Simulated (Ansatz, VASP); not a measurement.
Two plane-wave programs on MgO

The input INCAR:

```
PREC = Accurate
ENCUT = 600
EDIFF = 1E-6
ISMEAR = 0
SIGMA = 0.1
LREAL = F
LASPH = T
NELM = 120
ALGO = Normal
ISIF = 2
LWAVE = F
LCHARG = T
LELF = T
LVHAR = T
NBANDS = 16
GGA_COMPAT = F
```

The input KPOINTS:

```
Automatic mesh
0
Gamma
  6 6 4
```

File POSCAR:

```
MgO
1.0
    3.3077869900      0.0000000000      0.0000000000
   -1.6538934900      2.8646275600      0.0000000000
    0.0000000000      0.0000000000      4.9828816700
Mg O
2 2
Direct
    0.3333333300      0.6666666700      0.0021597400
    0.6666666700      0.3333333300      0.5021597400
    0.3333333300      0.6666666700      0.4024402600
    0.6666666700      0.3333333300      0.9024402600
```

Input for Ansatz:

```yaml
crystal:
  lattice:
    - [3.30778699, 0.0, 0.0]
    - [-1.65389349, 2.86462756, 0.0]
    - [0.0, 0.0, 4.98288167]
  atoms:
    - { symbol: Mg, position: [0.33333333, 0.66666667, 0.00215974] }
    - { symbol: Mg, position: [0.66666667, 0.33333333, 0.50215974] }
    - { symbol: O, position: [0.33333333, 0.66666667, 0.40244026] }
    - { symbol: O, position: [0.66666667, 0.33333333, 0.90244026] }
basis:
  ecutwfc: 420
kpoints:
  mp_grid: { grid: [6, 6, 4] }
hamiltonian:
  xc: lda
  pseudopotentials: { kind: paw, azcp: { folder: soft_1 } }
scf:
  occupations: { method: gaussian, width: 0.1 }
output:
  forces: true
  stress: true
  eigenvalues: true
```

Alike in both runs: task single point; functional LDA; k mesh 6 × 6 × 4; occupations gaussian, width 0.1 eV; no spin polarisation.

|  | VASP | Ansatz |
| --- | --- | --- |
| version | VASP 6.6.1 | Ansatz 0.2.0 |
| potentials or method | VASP PAW LDA potentials, release 64 (Mg, O), cutoff 600 eV | scalar-relativistic, plane waves, PAW |
| valence electrons in the cell | 16 | 32 |

```csv
,VASP,Ansatz,Ansatz less VASP
gap on the k mesh at the Fermi level (eV),3.36,3.36,+0.005
least direct gap on the mesh (eV),3.36,3.36,+0.005
pressure (GPa),-5.6,-4.2,+1.39
"traceless stress, the component that is largest in VASP (GPa)",0.47,0.33,-0.143
rms of the force components (eV/Å),0.028,0.022,-0.0057
```

Ansatz warns that its potentials were made for another functional, while VASP's fit it. LDA's correlation is that of Perdew and Zunger in VASP and of Perdew and Wang (1992) in Ansatz. Atom by atom the forces differ by 0.006 eV/Å (rms over components). VASP's potentials hold 16 valence electrons a cell and Ansatz's 32, so a difference there can come from the potentials and not from the codes.
